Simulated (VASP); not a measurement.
# AlSn (P-6m2) in VASP: a series of runs

Aim: see how the results for AlSn move with the level of theory and the settings. Levels: BLYP, r2SCAN. Tasks: single point.

Everything below comes from runs of VASP 6.6.1. Logs are shortened: lines on timing, memory, paths and dates and some standing lists are left out, and cuts for length are marked.

### Step 1. The cell of the first run

The structure is hexagonal, space group P-6m2 (No. 187). Conventional cell: a = 4.329 Å, b = 4.329 Å, c = 3.385 Å, α = 90.00°, β = 90.00°, γ = 120.00°. Within 4.0 Å of Sn (site symmetry -6m2) lie 6 Al at 3.02 Å and 2 Sn at 3.39 Å. Al (site symmetry -6m2) has 6 Sn at 3.02 Å and 2 Al at 3.39 Å within 4.0 Å.

### Step 2. Single point, BLYP

File INCAR:

```
SYSTEM = AlSn
PREC = Accurate
ENCUT = 520
EDIFF = 1E-7
ISMEAR = -1
SIGMA = 0.05
LREAL = .False.
LASPH = .True.
NELM = 60
ALGO = Normal
ISIF = 2
LWAVE = .False.
LCHARG = .False.
GGA = B5
ALDAX = 1.0
AGGAX = 1.0
AGGAC = 1.0
ALDAC = 0.0
NBANDS = 16
```

File KPOINTS:

```
Automatic mesh
0
Gamma
  7 7 8
  0 0 0
```

File POSCAR:

```
AlSn
1.0
    4.3292064745      0.0000000000      0.0000000000
   -2.1646032372      3.7492027852      0.0000000000
    0.0000000000      0.0000000000      3.3853942413
Sn Al
1 1
Direct
    0.3333333333      0.6666666667      0.5000000000
    0.0000000000      0.0000000000      0.0000000000
```

Potentials or basis: VASP PAW PBE potentials, release 64 (Sn_d, Al).

Command:

```
cat potpaw_PBE.64/Sn_d/POTCAR potpaw_PBE.64/Al/POTCAR > POTCAR
mpirun -np 1 vasp_std > vasp.out
```

OUTCAR:

```text
SYSTEM = AlSn
   PREC = Accurate
   ENCUT = 520
   EDIFF = 1E-7
   ISMEAR = -1
   LREAL = .False.
   LASPH = .True.
   NELM = 60
   ISIF = 2
   GGA = B5

 ion  position               nearest neighbor table
   1  0.333  0.667  0.500-   2 3.02   2 3.02   2 3.02   2 3.02   2 3.02   2 3.02
   2  0.000  0.000  0.000-   1 3.02   1 3.02   1 3.02   1 3.02   1 3.02   1 3.02

  LATTYP: Found a hexagonal cell.
 ALAT       =     4.3292064745
 C/A-ratio  =     0.7819895543

  Lattice vectors:

 A1 = (   4.3292064745,   0.0000000000,   0.0000000000)
 A2 = (  -2.1646032372,   3.7492027852,   0.0000000000)
 A3 = (   0.0000000000,   0.0000000000,   3.3853942413)

Analysis of symmetry for initial positions (statically):
=====================================================================
 Subroutine PRICEL returns:
 Original cell was already a primitive cell.

 Routine SETGRP: Setting up the symmetry group for a
 hexagonal supercell.

 Subroutine GETGRP returns: Found 12 space group operations
 (whereof 12 operations were pure point group operations)
 out of a pool of 24 trial point group operations.

The static configuration has the point symmetry D_3h.

Analysis of symmetry for dynamics (positions and initial velocities):
=====================================================================
 Subroutine PRICEL returns:
 Original cell was already a primitive cell.

 Routine SETGRP: Setting up the symmetry group for a
 hexagonal supercell.

 Subroutine GETGRP returns: Found 12 space group operations
 (whereof 12 operations were pure point group operations)
 out of a pool of 24 trial point group operations.

The dynamic configuration has the point symmetry D_3h.

 Subroutine INISYM returns: Found 12 space group operations
 (whereof 12 operations are pure point group operations),
 and found     1 'primitive' translations

----------------------------------------------------------------------------------------

                                     Primitive cell

  volume of cell :      54.9486

  direct lattice vectors                    reciprocal lattice vectors
     4.329206475  0.000000000  0.000000000     0.230989214  0.133361685  0.000000000
    -2.164603237  3.749202785  0.000000000     0.000000000  0.266723370  0.000000000
     0.000000000  0.000000000  3.385394241     0.000000000  0.000000000  0.295386572

  length of vectors
     4.329206475  4.329206475  3.385394241     0.266723370  0.266723370  0.295386572

  position of ions in fractional coordinates (direct lattice)
     0.333333333  0.666666667  0.500000000
     0.000000000  0.000000000  0.000000000

  ion indices of the primitive-cell ions
   primitive index   ion index
                 1           1
                 2           2

----------------------------------------------------------------------------------------

 KPOINTS: Automatic mesh

Automatic generation of k-mesh.
 Grid dimensions read from file:
 generate k-points for:    7    7    8

 Generating k-lattice:

  Cartesian coordinates                     Fractional coordinates (reciprocal lattice)
     0.032998459  0.019051669  0.000000000     0.142857143 -0.000000000  0.000000000
     0.000000000  0.038103339  0.000000000     0.000000000  0.142857143  0.000000000
     0.000000000  0.000000000  0.036923322     0.000000000  0.000000000  0.125000000

  Length of vectors
     0.038103339  0.038103339  0.036923322

  Shift w.r.t. Gamma in fractional coordinates (k-lattice)
     0.000000000  0.000000000  0.000000000

 Subroutine IBZKPT returns following result:
 ===========================================

 Found     40 irreducible k-points:

 Following reciprocal coordinates:
            Coordinates               Weight
  0.000000  0.000000  0.000000      1.000000
  0.142857  0.000000  0.000000      6.000000
  0.285714  0.000000  0.000000      6.000000
  0.428571  0.000000  0.000000      6.000000
  0.142857  0.142857  0.000000      6.000000
  0.285714  0.142857  0.000000     12.000000
[... 16 lines left out ...]
  0.428571  0.142857  0.250000     12.000000
  0.285714  0.285714  0.250000     12.000000
 [... further k-points ...]
   k-points           NKPTS =     40   k-points in BZ     NKDIM =     40   number of bands    NBANDS=     16
   number of dos      NEDOS =    301   number of ions     NIONS =      2
   total plane-waves  NPLWV =  28672
   dimension x,y,z NGX =    32 NGY =   32 NGZ =   28
   dimension x,y,z NGXF=    64 NGYF=   64 NGZF=   56
   ions per type =               1   1
   NGX,Y,Z   is equivalent  to a cutoff of  12.29, 12.29, 13.75 a.u.
   NGXF,Y,Z  is equivalent  to a cutoff of  24.58, 24.58, 27.50 a.u.
 SYSTEM =  AlSn
   PREC   = accura    normal or accurate (medium, high low for compatibility)
   ISTART =      0    job   : 0-new  1-cont  2-samecut
   ICHARG =      2    charge: 1-file 2-atom 10-const
   ISPIN  =      1    spin polarized calculation?
   LNONCOLLINEAR =      F non collinear calculations
   LSORBIT =      F    spin-orbit coupling
   LASPH  =      T    aspherical Exc in radial PAW
   ENCUT  =  520.0 eV  38.22 Ry    6.18 a.u.   8.05  8.05  6.29*2*pi/ulx,y,z
   NELM   =     60;   NELMIN=  2; NELMDL= -5     # of ELM steps
   EDIFF  = 0.1E-06   stopping-criterion for ELM
   LREAL  =      F    real-space projection
   EDIFFG = 0.1E-05   stopping-criterion for IOM
   NSW    =      0    number of steps for IOM
   IBRION =     -1    ionic relax: 0-MD 1-quasi-New 2-CG
   NFREE  =      0    steps in history (QN), initial steepest desc. (CG)
   ISIF   =      2    stress and relaxation
   ISYM   =      2    0-nonsym 1-usesym 2-fastsym
   POTIM  = 0.5000    time-step for ionic-motion
   TEBEG  =    0.0;   TEEND  =   0.0 temperature during run
   PSTRESS=    0.0 pullay stress
   NELECT =      17.0000    total number of electrons
   NUPDOWN=      -1.0000    fix difference up-down
   EMIN   =  10.00;   EMAX   =-10.00  energy-range for DOS
   EFERMI =   0.00;   METHOD = LEGACY
   ISMEAR =    -1;   SIGMA  =   0.05  broadening in eV -4-tet -1-fermi 0-gaus
   EFERMI_NEDOS =   21; number of points for ismear=-14 and -15
   IALGO  =     38    algorithm
   IMIX   =      4    mixing-type and parameters
     AMIX     =   0.40;   BMIX     =  1.00
     AMIX_MAG =   1.60;   BMIX_MAG =  1.00
  volume/ion in A,a.u.               =      27.47       185.41
  Fermi-wavevector in a.u.,A,eV,Ry     =   1.107233  2.092367 16.680262  1.225965
  Thomas-Fermi vector in A             =   2.243744
   LORBIT       =      0    0 simple, 1 ext, 2 COOP (PROOUT), +10 PAW based schemes
   GGA     = B5    functional components
   LHFCALC =     F    Hartree Fock is set to
   AEXX    =    0.0000 exact exchange contribution
   IVDW    =     0    specifies the selected vdW correction
   LEPSILON=     F    determine dielectric tensor
   LRPA    =     F    only Hartree local field effects (RPA)
 non-spin polarized calculation
  energy-cutoff  :      520.00
  volume of cell :       54.95
 maximum number of plane-waves:      1496
   NGX = 17   NGY = 17   NGZ = 13

 number of electron      17.0000004 magnetization

 Free energy of the ion-electron system (eV)
  ---------------------------------------------------
  ext. energy  EPLUGINS =         0.00000000
  ---------------------------------------------------
  free energy    TOTEN  =        -5.61060859 eV

  energy without entropy =       -5.60654121  energy(sigma->0) =       -5.60857490

 E-fermi :   5.9841     XC(G=0):  -8.5976

 val. band max:        5.9330946682   @ k =   0.2857   0.2857   0.2500
 cond. band min:       6.0061416555   @ k =   0.0000   0.0000   0.1250
 fundamental gap:      0.0730469874
 Fermi energy:         5.9841411115

 k-point     1 :       0.0000    0.0000    0.0000
  band No.  band energies     occupation
      1     -15.2301      2.00000
      2     -15.1405      2.00000
      3     -15.1405      2.00000
      4     -15.1321      2.00000
      5     -15.1321      2.00000
      6      -3.8816      2.00000
[... 8 lines left out ...]
     15      16.4304      0.00000
     16      18.4785      0.00000

 k-point     2 :       0.1429    0.0000    0.0000
  band No.  band energies     occupation
      1     -15.2290      2.00000
      2     -15.1408      2.00000
      3     -15.1379      2.00000
      4     -15.1328      2.00000
      5     -15.1323      2.00000
      6      -3.6916      2.00000
[... 8 lines left out ...]
     15      15.3328      0.00000
     16      17.9467      0.00000

 k-point     3 :       0.2857    0.0000    0.0000
  band No.  band energies     occupation
      1     -15.2266      2.00000
      2     -15.1414      2.00000
      3     -15.1347      2.00000
      4     -15.1328      2.00000
      5     -15.1322      2.00000
      6      -3.1502      2.00000
[... 8 lines left out ...]
     15      15.3138      0.00000
     16      17.3029      0.00000

 k-point     4 :       0.4286    0.0000    0.0000
  band No.  band energies     occupation
      1     -15.2247      2.00000
      2     -15.1417      2.00000
      3     -15.1361      2.00000
      4     -15.1331      2.00000
      5     -15.1276      2.00000
      6      -2.4501      2.00000
[... 8 lines left out ...]
     15      15.0537      0.00000
     16      16.6184      0.00000

 k-point     5 :       0.1429    0.1429    0.0000
  band No.  band energies     occupation
      1     -15.2272      2.00000
      2     -15.1408      2.00000
      3     -15.1343      2.00000
      4     -15.1341      2.00000
      5     -15.1327      2.00000
      6      -3.3239      2.00000
[... 8 lines left out ...]
     15      15.0984      0.00000
     16      17.2346      0.00000

 k-point     6 :       0.2857    0.1429    0.0000
  band No.  band energies     occupation
      1     -15.2251      2.00000
      2     -15.1403      2.00000
      3     -15.1355      2.00000
      4     -15.1334      2.00000
      5     -15.1301      2.00000
      6      -2.6680      2.00000
[... 8 lines left out ...]
     15      15.0398      0.00000
     16      16.7785      0.00000

 k-point     7 :       0.4286    0.1429    0.0000
  band No.  band energies     occupation
      1     -15.2241      2.00000
      2     -15.1400      2.00000
      3     -15.1361      2.00000
      4     -15.1337      2.00000
      5     -15.1283      2.00000
      6      -2.1856      2.00000
[... 8 lines left out ...]
     15      14.3779      0.00000
     16      15.9887      0.00000

 k-point     8 :       0.2857    0.2857    0.0000
  band No.  band energies     occupation
      1     -15.2237      2.00000
      2     -15.1372      2.00000
      3     -15.1356      2.00000
      4     -15.1345      2.00000
      5     -15.1308      2.00000
      6      -2.0865      2.00000
[... 8 lines left out ...]
     15      14.7437      0.00000
     16      15.2786      0.00000

 k-point     9 :       0.0000    0.0000    0.1250
  band No.  band energies     occupation
      1     -15.2093      2.00000
      2     -15.1402      2.00000
      3     -15.1402      2.00000
      4     -15.1388      2.00000
      5     -15.1388      2.00000
      6      -3.6754      2.00000
[... 8 lines left out ...]
     15      15.3222      0.00000
     16      16.1530      0.00000
[... 172 lines left out ...]
 k-point    19 :       0.2857    0.0000    0.2500
  band No.  band energies     occupation
      1     -15.1613      2.00000
      2     -15.1582      2.00000
      3     -15.1558      2.00000
      4     -15.1374      2.00000
      5     -15.1294      2.00000
      6      -2.3339      2.00000
[... 8 lines left out ...]
     15      14.6149      0.00000
     16      17.1666      0.00000

 k-point    20 :       0.4286    0.0000    0.2500
  band No.  band energies     occupation
      1     -15.1636      2.00000
      2     -15.1587      2.00000
      3     -15.1545      2.00000
      4     -15.1368      2.00000
      5     -15.1250      2.00000
      6      -1.6460      2.00000
[... 8 lines left out ...]
     15      15.5026      0.00000
     16      17.7680      0.00000

 k-point    21 :       0.1429    0.1429    0.2500
  band No.  band energies     occupation
      1     -15.1604      2.00000
      2     -15.1582      2.00000
      3     -15.1563      2.00000
      4     -15.1374      2.00000
      5     -15.1312      2.00000
      6      -2.5056      2.00000
[... 8 lines left out ...]
     15      15.6080      0.00000
     16      16.3714      0.00000

 k-point    22 :       0.2857    0.1429    0.2500
  band No.  band energies     occupation
      1     -15.1626      2.00000
      2     -15.1591      2.00000
      3     -15.1541      2.00000
      4     -15.1364      2.00000
      5     -15.1272      2.00000
      6      -1.8586      2.00000
[... 8 lines left out ...]
     15      15.9550      0.00000
     16      17.3195      0.00000

 k-point    23 :       0.4286    0.1429    0.2500
  band No.  band energies     occupation
      1     -15.1636      2.00000
      2     -15.1596      2.00000
      3     -15.1533      2.00000
      4     -15.1356      2.00000
      5     -15.1257      2.00000
      6      -1.3886      2.00000
[... 8 lines left out ...]
     15      16.2781      0.00000
     16      18.0016      0.00000

 k-point    24 :       0.2857    0.2857    0.2500
  band No.  band energies     occupation
      1     -15.1628      2.00000
      2     -15.1606      2.00000
      3     -15.1522      2.00000
      4     -15.1337      2.00000
      5     -15.1279      2.00000
      6      -1.2914      2.00000
[... 8 lines left out ...]
     15      17.7912      0.00000
     16      17.8879      0.00000

 [... further k-points ...]

------------------------ aborting loop because EDIFF is reached ----------------------------------------

  FORCE on cell =-STRESS in cart. coord.  units (eV):
  Direction    XX          YY          ZZ          XY          YZ          ZX
  --------------------------------------------------------------------------------------
  -------------------------------------------------------------------------------------
  Total        0.0006914      0.0006914      0.0177894      0.0000000      0.0000000      0.0000000
  in kB        0.0201590      0.0201590      0.5186977      0.0000000      0.0000000      0.0000000
  external PRESSURE =       0.1863386 kB  Pullay stress =       0.0000000 kB

 VOLUME and BASIS-vectors are now :
 -----------------------------------------------------------------------------
  energy-cutoff  :      520.00
  volume of cell :       54.95
      direct lattice vectors                 reciprocal lattice vectors
     4.329206475  0.000000000  0.000000000     0.230989214  0.133361685  0.000000000
    -2.164603237  3.749202785  0.000000000     0.000000000  0.266723370  0.000000000
     0.000000000  0.000000000  3.385394241     0.000000000  0.000000000  0.295386572

 POSITION                                       TOTAL-FORCE (eV/Angst)
 -----------------------------------------------------------------------------------
     -0.00000      2.49947      1.69270        -0.000000      0.000000      0.000000
      0.00000      0.00000      0.00000         0.000000      0.000000      0.000000
 -----------------------------------------------------------------------------------
    total drift:                               -0.000000      0.000000     -0.000000

  FREE ENERGIE OF THE ION-ELECTRON SYSTEM (eV)
  ---------------------------------------------------
  free  energy   TOTEN  =        -5.6106085926 eV

  energy  without entropy=       -5.6065412062  energy(sigma->0) =       -5.60857490
```

It took 21 s on 1 thread of Intel Xeon Platinum 8559C (Emerald Rapids), shared host; peak memory 0.18 GiB.

What came out:

```
Free energy : -5.6106 eV
Pressure    : 0.0 GPa
```

Levels at points of the mesh, in eV from the Fermi level:
| k point | band 5 | band 6 | band 7 | band 8 | band 9 | band 10 | band 11 | band 12 |
| --- | --- | --- | --- | --- | --- | --- | --- | --- |
| (0.00, 0.00, 0.00) | -21.12 | -9.87 | -0.19 | -0.19 | 0.06 | 2.55 | 3.19 | 3.19 |
| (0.00, 0.00, 0.50) | -21.07 | -7.11 | -5.73 | 2.48 | 2.48 | 3.32 | 3.40 | 3.40 |

Caveat: the PAW data sets were made with another functional, which shifts forces and pressure a little; spin-orbit coupling is left out, which moves the levels of the heavy elements.

(Continued in part 2 of 2.)
